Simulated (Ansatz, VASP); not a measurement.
# One calculation of ZrH, two programs

```
Zr H
1.0
     3.24279   -0.01621   -0.01621
    -0.01621    3.24279   -0.01621
    -0.02474   -0.02474    4.94800
Zr H
2 2
Direct
  0.00000 0.50000 0.00000
  0.50000 0.00000 0.50000
  0.00000 0.00000 0.75000
  0.00000 0.00000 0.25000
```

Change from the starting cell: equal xy, yz and zx shear strains of -1 %, crystal datasets.

Alike in both runs: task electric field gradients; functional PBEsol; k mesh 9 × 9 × 6; occupations fermi-dirac, width 0.02 eV; no spin polarisation.

```csv
,VASP,Ansatz
version,VASP 6.6.1,Ansatz 0.2.0
potentials or method,"VASP PAW PBE potentials, release 64 (Zr_sv, H), cutoff 520 eV","all-electron PAW with datasets made for the crystal, scalar-relativistic"
```

```csv
,VASP,Ansatz,Ansatz less VASP
pressure (GPa),-2.5,-2.5,-0.02
"traceless stress, the component that is largest in VASP (GPa)",1.05,1.06,+0.002
rms of the force components (eV/Å),0.032,0.032,-0.0001
size of Vzz on the site where it differs most (V/Å²),78.6,75.6,-3.07
```

VASP's potentials were made for PBE, not for PBEsol. Atom by atom the forces differ by 0.000 eV/Å (rms over components). Ansatz ran all-electron here, and VASP with PAW potentials.
